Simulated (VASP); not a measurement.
# Ge3Pd (Pm-3m) in VASP: further runs, part 2 of 3

VASP 6.6.1.

**3. Single point, PBE**

This run uses another cell than the first one, of 17.77 Å³/atom, 1.020 times its volume.

INCAR reads:

```
ALGO = Normal ; EDIFF = 1E-6
ENCUT = 520 ; GGA = PE
ISIF = 2 ; ISMEAR = -1
LASPH = T ; LCHARG = T
LELF = T ; LREAL = F
LVHAR = T ; LWAVE = F
NBANDS = 34 ; NELM = 100
PREC = Accurate ; SIGMA = 0.05
```

KPOINTS reads:

```
k-points
0
Gamma
  7 7 7
```

POSCAR reads:

```
Ge3Pd
1.0
    4.1420230000      0.0000000000      0.0000000000
    0.0000000000      4.1420230000      0.0000000000
    0.0000000000      0.0000000000      4.1420230000
Pd Ge
1 3
Direct
    0.0000000000      0.0000000000      0.0000000000
    0.5000000000      0.5000000000      0.0000000000
    0.5000000000      0.0000000000      0.5000000000
    0.0000000000      0.5000000000      0.5000000000
```

Potentials or basis: VASP PAW PBE potentials, release 64 (Pd, Ge_d).

Launch:

```sh
$ cat potpaw_PBE.64/Pd/POTCAR potpaw_PBE.64/Ge_d/POTCAR > POTCAR
$ mpirun -np 1 vasp_std > vasp.out
```

OUTCAR:

```text
EDIFF = 1E-6
   ENCUT = 520
   GGA = PE
   ISIF = 2
   ISMEAR = -1
   LASPH = T
   LREAL = F
   NELM = 100
   PREC = Accurate

 ion  position               nearest neighbor table
   1  0.000  0.000  0.000-   2 2.93   3 2.93   4 2.93   3 2.93   4 2.93   2 2.93   4 2.93   4 2.93
                             2 2.93   3 2.93   3 2.93   2 2.93
   2  0.500  0.500  0.000-   1 2.93   1 2.93   1 2.93   1 2.93
   3  0.500  0.000  0.500-   1 2.93   1 2.93   1 2.93   1 2.93
   4  0.000  0.500  0.500-   1 2.93   1 2.93   1 2.93   1 2.93

  LATTYP: Found a simple cubic cell.
 ALAT       =     4.1420230000

  Lattice vectors:

 A1 = (   4.1420230000,   0.0000000000,   0.0000000000)
 A2 = (   0.0000000000,   4.1420230000,   0.0000000000)
 A3 = (   0.0000000000,   0.0000000000,   4.1420230000)

Analysis of symmetry for initial positions (statically):
=====================================================================
 Subroutine PRICEL returns:
 Original cell was already a primitive cell.

 Routine SETGRP: Setting up the symmetry group for a
 simple cubic supercell.

 Subroutine GETGRP returns: Found 48 space group operations
 (whereof 48 operations were pure point group operations)
 out of a pool of 48 trial point group operations.

The static configuration has the point symmetry O_h .

Analysis of symmetry for dynamics (positions and initial velocities):
=====================================================================
 Subroutine PRICEL returns:
 Original cell was already a primitive cell.

 Routine SETGRP: Setting up the symmetry group for a
 simple cubic supercell.

 Subroutine GETGRP returns: Found 48 space group operations
[... 114 lines left out ...]
   NUPDOWN=      -1.0000    fix difference up-down
   EMIN   =  10.00;   EMAX   =-10.00  energy-range for DOS
   EFERMI =   0.00;   METHOD = LEGACY
   ISMEAR =    -1;   SIGMA  =   0.05  broadening in eV -4-tet -1-fermi 0-gaus
   EFERMI_NEDOS =   21; number of points for ismear=-14 and -15
   IALGO  =     38    algorithm
   IMIX   =      4    mixing-type and parameters
     AMIX     =   0.40;   BMIX     =  1.00
     AMIX_MAG =   1.60;   BMIX_MAG =  1.00
  volume/ion in A,a.u.               =      17.77       119.89
  Fermi-wavevector in a.u.,A,eV,Ry     =   1.475243  2.787804 29.610913  2.176341
  Thomas-Fermi vector in A             =   2.589916
   LORBIT       =      0    0 simple, 1 ext, 2 COOP (PROOUT), +10 PAW based schemes
   GGA     = PE    functional components
   LHFCALC =     F    Hartree Fock is set to
   AEXX    =    0.0000 exact exchange contribution
   IVDW    =     0    specifies the selected vdW correction
   LEPSILON=     F    determine dielectric tensor
   LRPA    =     F    only Hartree local field effects (RPA)
 non-spin polarized calculation
  energy-cutoff  :      520.00
  volume of cell :       71.06
 maximum number of plane-waves:      1935
 NGX is ok and might be reduce to    32
   NGX = 15   NGY = 15   NGZ = 15

 number of electron      52.0000056 magnetization

 Free energy of the ion-electron system (eV)
  ---------------------------------------------------
  ext. energy  EPLUGINS =         0.00000000
  ---------------------------------------------------
  free energy    TOTEN  =       -18.47952557 eV

  energy without entropy =      -18.46223091  energy(sigma->0) =      -18.47087824

 E-fermi :   7.5541     XC(G=0): -11.7069

 val. band max:        7.5258399833   @ k =   0.4286   0.4286   0.1429
 cond. band min:       7.5772840916   @ k =   0.4286   0.0000   0.0000
 fundamental gap:      0.0514441083
 Fermi energy:         7.5541132615

 k-point     1 :       0.0000    0.0000    0.0000
  band No.  band energies     occupation
      1     -17.2326      2.00000
      2     -17.2326      2.00000
      3     -17.2326      2.00000
      4     -17.2214      2.00000
      5     -17.1698      2.00000
      6     -17.1698      2.00000
[... 729 lines left out ...]
     33      15.0376      0.00000
     34      19.2575      0.00000

------------------------ aborting loop because EDIFF is reached ----------------------------------------

  FORCE on cell =-STRESS in cart. coord.  units (eV):
  Direction    XX          YY          ZZ          XY          YZ          ZX
  --------------------------------------------------------------------------------------
  -------------------------------------------------------------------------------------
  Total       -0.0413842     -0.0413842     -0.0413842      0.0000000      0.0000000     -0.0000000
  in kB       -0.9330554     -0.9330554     -0.9330554      0.0000000      0.0000000     -0.0000000
  external PRESSURE =      -0.9330554 kB  Pullay stress =       0.0000000 kB

 VOLUME and BASIS-vectors are now :
 -----------------------------------------------------------------------------
  energy-cutoff  :      520.00
  volume of cell :       71.06
      direct lattice vectors                 reciprocal lattice vectors
     4.142023000  0.000000000  0.000000000     0.241427921  0.000000000  0.000000000
     0.000000000  4.142023000  0.000000000     0.000000000  0.241427921  0.000000000
     0.000000000  0.000000000  4.142023000     0.000000000  0.000000000  0.241427921

 POSITION                                       TOTAL-FORCE (eV/Angst)
 -----------------------------------------------------------------------------------
      0.00000      0.00000      0.00000         0.000000      0.000000      0.000000
      2.07101      2.07101      0.00000         0.000000      0.000000      0.000000
      2.07101      0.00000      2.07101         0.000000      0.000000      0.000000
      0.00000      2.07101      2.07101         0.000000      0.000000      0.000000
 -----------------------------------------------------------------------------------
    total drift:                                0.000000     -0.000000     -0.000000

  FREE ENERGIE OF THE ION-ELECTRON SYSTEM (eV)
  ---------------------------------------------------
  free  energy   TOTEN  =       -18.4795255713 eV

  energy  without entropy=      -18.4622309145  energy(sigma->0) =      -18.47087824
```

OSZICAR:

```text
N       E                     dE             d eps       ncg     rms          rms(c)
DAV:   1     0.449212351269E+03    0.44921E+03   -0.24584E+04  1708   0.413E+03
DAV:   2     0.567249214443E+02   -0.39249E+03   -0.37918E+03  1368   0.800E+02
DAV:   3    -0.149479736567E+02   -0.71673E+02   -0.70342E+02  1494   0.195E+02
DAV:   4    -0.185337539072E+02   -0.35858E+01   -0.35568E+01  1602   0.489E+01
DAV:   5    -0.186185361846E+02   -0.84782E-01   -0.84744E-01  1504   0.812E+00    0.494E+00
DAV:   6    -0.185387527387E+02    0.79783E-01   -0.63623E-01  1478   0.552E+00    0.314E+00
DAV:   7    -0.184927270002E+02    0.46026E-01   -0.14647E-01  1560   0.322E+00    0.185E+00
DAV:   8    -0.184801247388E+02    0.12602E-01   -0.41393E-02  1570   0.132E+00    0.178E-01
DAV:   9    -0.184796016088E+02    0.52313E-03   -0.51524E-03  1730   0.935E-01    0.119E-01
DAV:  10    -0.184795193623E+02    0.82247E-04   -0.77323E-04  1422   0.218E-01    0.262E-02
DAV:  11    -0.184795270113E+02   -0.76490E-05   -0.54990E-05  1690   0.783E-02    0.103E-02
DAV:  12    -0.184795253108E+02    0.17005E-05   -0.51265E-06  1252   0.187E-02    0.404E-03
DAV:  13    -0.184795255713E+02   -0.26056E-06   -0.10460E-06   736   0.126E-02
   1 F= -.18479526E+02 E0= -.18470878E+02  d E =-.172947E-01
```

Run time: 84 s. Hardware: 1 thread of AMD EPYC 7R13, shared host; peak memory 0.17 GiB.

What came out:

- Free energy: -18.4795 eV
- Pressure: -0.1 GPa
- Band gap on the k mesh: zero (band 26 reaches 7.67 eV, above the bottom of band 27 at 6.13 eV)

**4. Single point, PBE**

This run uses another cell than the first one, of 18.12 Å³/atom, 1.041 times its volume.

INCAR reads:

```
  PREC = Accurate
  ENCUT = 520
  EDIFF = 1E-7
  ISMEAR = -1
  SIGMA = 0.05
  LREAL = F
  LASPH = T
  NELM = 80
  ALGO = Normal
  ISIF = 2
  LWAVE = F
  LCHARG = T
  GGA = PE
  LELF = T
  LVHAR = T
  NBANDS = 34
```

KPOINTS reads:

```
Automatic mesh
0
Gamma
  7 7 7
```

POSCAR reads:

```
Ge3Pd
1.0
    4.1694544153      0.0000000000      0.0000000000
    0.0000000000      4.1694544153      0.0000000000
    0.0000000000      0.0000000000      4.1694544153
Pd Ge
1 3
Direct
    0.0000000000      0.0000000000      0.0000000000
    0.5000000000      0.5000000000      0.0000000000
    0.5000000000      0.0000000000      0.5000000000
    0.0000000000      0.5000000000      0.5000000000
```

Potentials or basis: VASP PAW PBE potentials, release 64 (Pd, Ge_d).

Launch:

```sh
$ cat potpaw_PBE.64/Pd/POTCAR potpaw_PBE.64/Ge_d/POTCAR > POTCAR
$ mpirun -np 1 vasp_std > vasp.out
```

OUTCAR:

```text
PREC = Accurate
   ENCUT = 520
   EDIFF = 1E-7
   ISMEAR = -1
   LREAL = F
   LASPH = T
   NELM = 80
   ISIF = 2
   GGA = PE

 ion  position               nearest neighbor table
   1  0.000  0.000  0.000-   2 2.95   3 2.95   4 2.95   3 2.95   4 2.95   2 2.95   4 2.95   4 2.95
                             2 2.95   3 2.95   3 2.95   2 2.95
   2  0.500  0.500  0.000-   1 2.95   1 2.95   1 2.95   1 2.95
   3  0.500  0.000  0.500-   1 2.95   1 2.95   1 2.95   1 2.95
   4  0.000  0.500  0.500-   1 2.95   1 2.95   1 2.95   1 2.95

  LATTYP: Found a simple cubic cell.
 ALAT       =     4.1694544153

  Lattice vectors:

 A1 = (   4.1694544153,   0.0000000000,   0.0000000000)
 A2 = (   0.0000000000,   4.1694544153,   0.0000000000)
 A3 = (   0.0000000000,   0.0000000000,   4.1694544153)

Analysis of symmetry for initial positions (statically):
=====================================================================
 Subroutine PRICEL returns:
 Original cell was already a primitive cell.

 Routine SETGRP: Setting up the symmetry group for a
 simple cubic supercell.

[... 163 lines left out ...]
  energy without entropy =      -18.45372041  energy(sigma->0) =      -18.46295464

 E-fermi :   7.2999     XC(G=0): -11.6025

 val. band max:        7.2933930308   @ k =   0.4286   0.0000   0.0000
 cond. band min:       7.3808749819   @ k =   0.4286   0.4286   0.0000
 fundamental gap:      0.0874819511
 Fermi energy:         7.2998970778

 k-point     1 :       0.0000    0.0000    0.0000
  band No.  band energies     occupation
      1     -17.4606      2.00000
      2     -17.4606      2.00000
      3     -17.4606      2.00000
      4     -17.4499      2.00000
      5     -17.4003      2.00000
      6     -17.4003      2.00000
[... 729 lines left out ...]
     33      14.6528      0.00000
     34      18.9169      0.00000

------------------------ aborting loop because EDIFF is reached ----------------------------------------

  FORCE on cell =-STRESS in cart. coord.  units (eV):
  Direction    XX          YY          ZZ          XY          YZ          ZX
  --------------------------------------------------------------------------------------
  -------------------------------------------------------------------------------------
  Total       -0.7639604     -0.7639604     -0.7639604     -0.0000000      0.0000000     -0.0000000
  in kB      -16.8866590    -16.8866590    -16.8866590     -0.0000000      0.0000000     -0.0000000
  external PRESSURE =     -16.8866590 kB  Pullay stress =       0.0000000 kB

 VOLUME and BASIS-vectors are now :
 -----------------------------------------------------------------------------
  energy-cutoff  :      520.00
  volume of cell :       72.48
      direct lattice vectors                 reciprocal lattice vectors
     4.169454415  0.000000000  0.000000000     0.239839533  0.000000000  0.000000000
     0.000000000  4.169454415  0.000000000     0.000000000  0.239839533  0.000000000
     0.000000000  0.000000000  4.169454415     0.000000000  0.000000000  0.239839533

 POSITION                                       TOTAL-FORCE (eV/Angst)
 -----------------------------------------------------------------------------------
      0.00000      0.00000      0.00000         0.000000      0.000000      0.000000
      2.08473      2.08473      0.00000         0.000000      0.000000      0.000000
      2.08473      0.00000      2.08473         0.000000      0.000000      0.000000
      0.00000      2.08473      2.08473         0.000000      0.000000      0.000000
 -----------------------------------------------------------------------------------
    total drift:                                0.000000     -0.000000     -0.000000

  FREE ENERGIE OF THE ION-ELECTRON SYSTEM (eV)
  ---------------------------------------------------
  free  energy   TOTEN  =       -18.4721888680 eV

  energy  without entropy=      -18.4537204056  energy(sigma->0) =      -18.46295464
```

OSZICAR:

```text
N       E                     dE             d eps       ncg     rms          rms(c)
DAV:   1     0.445170529374E+03    0.44517E+03   -0.24960E+04  1680   0.408E+03
DAV:   2     0.559979043562E+02   -0.38917E+03   -0.37540E+03  1360   0.794E+02
DAV:   3    -0.150512851611E+02   -0.71049E+02   -0.69721E+02  1520   0.195E+02
DAV:   4    -0.185199074536E+02   -0.34686E+01   -0.34510E+01  1534   0.482E+01
DAV:   5    -0.186017302648E+02   -0.81823E-01   -0.81794E-01  1540   0.799E+00    0.463E+00
DAV:   6    -0.185255016654E+02    0.76229E-01   -0.55352E-01  1492   0.522E+00    0.291E+00
DAV:   7    -0.184848791373E+02    0.40623E-01   -0.13035E-01  1532   0.301E+00    0.173E+00
DAV:   8    -0.184726883253E+02    0.12191E-01   -0.41557E-02  1568   0.131E+00    0.175E-01
DAV:   9    -0.184722750183E+02    0.41331E-03   -0.49269E-03  1714   0.938E-01    0.115E-01
DAV:  10    -0.184721829036E+02    0.92115E-04   -0.71713E-04  1410   0.195E-01    0.252E-02
DAV:  11    -0.184721892545E+02   -0.63509E-05   -0.51660E-05  1656   0.719E-02    0.929E-03
DAV:  12    -0.184721885573E+02    0.69717E-06   -0.57783E-06  1460   0.197E-02    0.394E-03
DAV:  13    -0.184721889983E+02   -0.44097E-06   -0.10455E-06  1698   0.130E-02    0.516E-04
DAV:  14    -0.184721888864E+02    0.11192E-06   -0.48124E-08   752   0.302E-03    0.217E-04
DAV:  15    -0.184721888680E+02    0.18323E-07   -0.89295E-09   738   0.891E-04
   1 F= -.18472189E+02 E0= -.18462955E+02  d E =-.184685E-01
```

stdout:

```text
POSCAR found type information on POSCAR PdGe
 POSCAR found :  2 types and       4 ions
 scaLAPACK will be used
 LDA part: xc-table for (Slater+PW92), standard interpolation
 POSCAR, INCAR and KPOINTS ok, starting setup
 FFT: planning ... GRIDC
 FFT: planning ... GRID_SOFT
 FFT: planning ... GRID
 WAVECAR not read
 entering main loop
```

Run time: 89 s. Hardware: 1 thread of AMD EPYC 7R13, shared host; peak memory 0.17 GiB.

Results:

```
Free energy            : -18.4722 eV
Pressure               : -1.7 GPa
Band gap on the k mesh : zero (band 26 reaches 7.40 eV, above the bottom of band 27 at 5.91 eV)
```

Levels at points of the mesh, in eV from the Fermi level:
```
           k point  band 22  band 23  band 24  band 25  band 26  band 27  band 28  band 29  band 30  band 31
(0.00, 0.00, 0.00)    -2.56    -2.56    -2.56    -1.57    -1.57     0.89     2.96     2.96     2.96     5.55
```

**5. Single point, PBE**

This run uses another cell than the first one, of 18.48 Å³/atom, 1.061 times its volume.

INCAR reads:

```
PREC     = Accurate       # precision mode
ENCUT    = 520            # plane-wave cutoff, eV
EDIFF    = 1E-7           # SCF threshold, eV
ISMEAR   = -1             # smearing method
SIGMA    = 0.05           # smearing width, eV
LREAL    = F              # projectors in reciprocal space
LASPH    = T              # aspherical terms in the spheres
NELM     = 80             # most SCF steps
ALGO     = Normal         # electronic algorithm
ISIF     = 2              # what is computed and relaxed
LWAVE    = F              # write WAVECAR
LCHARG   = T              # write CHGCAR
GGA      = PE             # functional
LELF     = T              # ELF
LVHAR    = T            
NBANDS   = 34             # bands
```

KPOINTS is that of step 4.

POSCAR reads:

```
Ge3Pd
1.0
    4.1965295533      0.0000000000      0.0000000000
    0.0000000000      4.1965295533      0.0000000000
    0.0000000000      0.0000000000      4.1965295533
Pd Ge
1 3
Direct
    0.0000000000      0.0000000000      0.0000000000
    0.5000000000      0.5000000000      0.0000000000
    0.5000000000      0.0000000000      0.5000000000
    0.0000000000      0.5000000000      0.5000000000
```

Launch:

```sh
$ cat potpaw_PBE.64/Pd/POTCAR potpaw_PBE.64/Ge_d/POTCAR > POTCAR
$ mpirun -np 1 vasp_std > vasp.out
```

Run time: 88 s. Hardware: 1 thread of AMD EPYC 7R13, shared host; peak memory 0.17 GiB.

It converged, with:

```yaml
Free_energy: -18.4513 eV
Pressure: -3.1 GPa
Band_gap_on_the_k_mesh: zero (band 26 reaches 7.17 eV, above the bottom of band 27 at 5.69 eV)
```

Levels at points of the mesh, in eV from the Fermi level:
```tsv
k point	band 22	band 23	band 24	band 25	band 26	band 27	band 28	band 29	band 30	band 31
(0.00, 0.00, 0.00)	-2.48	-2.48	-2.48	-1.56	-1.56	0.93	2.95	2.95	2.95	5.48
```

[end of part 2 of 3]
